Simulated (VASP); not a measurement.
Wanted: the native input for a VASP 6.6.1 run.

* Task: density of states
* Functional: LDA
* Potentials or basis: VASP PAW LDA potentials, release 64 (Mg, B)
* Cutoff: 520 eV
* k mesh: 10 × 10 × 8
* Occupations: fermi-dirac, width 0.05 eV
* Spin: no spin polarisation
* Dipole correction: no
* k mesh for the DOS: 15 × 15 × 12
* Occupations for the DOS: tetrahedron
* Further INCAR settings: ALGO = Normal; EDIFF = 1e-06; NBANDS = 11

Crystal: MgB2.

```
CELL_PARAMETERS angstrom
3.08500 0.00000 0.00000
-1.54250 2.67169 0.00000
0.00000 0.00000 3.52300
ATOMIC_POSITIONS crystal
Mg 0.00000 0.00000 0.00000
B 0.66667 0.33333 0.50000
B 0.33333 0.66667 0.50000
```

One way to write it, as run:

POSCAR

```
MgB2
1.0
    3.0850000000      0.0000000000      0.0000000000
   -1.5425000000      2.6716883707      0.0000000000
    0.0000000000      0.0000000000      3.5230000000
Mg B
1 2
Direct
    0.0000000000      0.0000000000      0.0000000000
    0.6666666667      0.3333333333      0.5000000000
    0.3333333333      0.6666666667      0.5000000000
```

INCAR.step1

```
SYSTEM = MgB2
  PREC = Accurate
  ENCUT = 520
  EDIFF = 1E-6
  ISMEAR = -1
  SIGMA = 0.05
  LREAL = .False.
  LASPH = .True.
  NELM = 60
  ALGO = Normal
  ISIF = 2
  LWAVE = .False.
  LCHARG = .True.
  NBANDS = 11
```

KPOINTS.step1

```
regular mesh
0
Gamma
  10 10 8
  0 0 0
```

INCAR.step2

```
SYSTEM = MgB2
  PREC = Accurate
  ENCUT = 520
  EDIFF = 1E-6
  ISMEAR = -5
  SIGMA = 0.05
  LREAL = .False.
  LASPH = .True.
  NELM = 60
  ALGO = Normal
  ISIF = 2
  LWAVE = .False.
  LCHARG = .False.
  LORBIT = 11
  NBANDS = 11
  NEDOS = 2001
  ICHARG = 11
```

KPOINTS.step2

```
regular mesh
0
Gamma
  15 15 12
  0 0 0
```

Potentials or basis: VASP PAW LDA potentials, release 64 (Mg, B).

Run with:

```bash
$ cat potpaw_LDA.64/Mg/POTCAR potpaw_LDA.64/B/POTCAR > POTCAR
$ cp INCAR.step1 INCAR
$ cp KPOINTS.step1 KPOINTS
$ mpirun -np 1 vasp_std > vasp.out
$ cp INCAR.step2 INCAR
$ cp KPOINTS.step2 KPOINTS
$ mpirun -np 1 vasp_std > vasp.out
```

It gave:

```
Valence electrons inside the program's atomic spheres : Mg 0.40; B 1.92
```

Run time: 24 s on 1 thread of AMD EPYC 9R45 96-Core Processor (Zen 5) (shared host), peak memory 0.15 GiB.
